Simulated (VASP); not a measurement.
Runs of VASP 6.6.1 on Re. The structure is that of space group Fm-3m (No. 225), or close to it. The cells are those of the table. 

| task | level | spin | cell | cutoff (eV) | smearing | gap on the mesh (eV) | pressure (GPa) |
| --- | --- | --- | --- | --- | --- | --- | --- |
| single point | PBE | off | a = 2.769 Å, angles 60.0°, 1 atom | 520 | fermi-dirac 0.05 eV | none | -0.6 |
| single point | r2SCAN | off | a = 2.753 Å, angles 60.0°, 1 atom | 520 | fermi-dirac 0.05 eV | none | -0.1 |
| single point | PBE | off | a = 2.848 Å, angles 60.0°, 1 atom | 520 | fermi-dirac 0.05 eV | none | -26.3 |
| single point | PBE | off | a = 2.755 Å, angles 60.0°, 1 atom | 520 | fermi-dirac 0.05 eV | none | (a) |
| relaxation of cell and atoms | r2SCAN | off | relaxed from a = 2.793 Å, angles 60.0°, 1 atom | 600 | fermi-dirac 0.05 eV | none | 0.1 |
| single point | PBE | non-collinear, zero start, SOC | a = 2.793 Å, angles 60.0°, 1 atom | 520 | gaussian 0.1 eV | - | (b) |
| single point | revPBE | off | a = 2.776 Å, angles 60.0°, 1 atom | 520 | fermi-dirac 0.05 eV | none | -0.7 |
| single point | RPBE | off | a = 2.778 Å, angles 60.0°, 1 atom | 520 | fermi-dirac 0.05 eV | none | -0.8 |

Alike in all rows: potentials or basis VASP PAW PBE potentials, release 64 (Re); k mesh 12 × 12 × 12.

Question: Fill in the values left out.

Answer: (a) 4.9; (b) -9.1.

Caveats: spin-orbit coupling is left out, which moves the levels of the heavy elements (some runs); the PAW data sets were made with another functional, which shifts forces and pressure a little (some runs).

A k mesh can miss the band edges, and rows without SOC leave out spin-orbit coupling on Re.

A gap of «none» marks levels without a gap at the run's occupations.
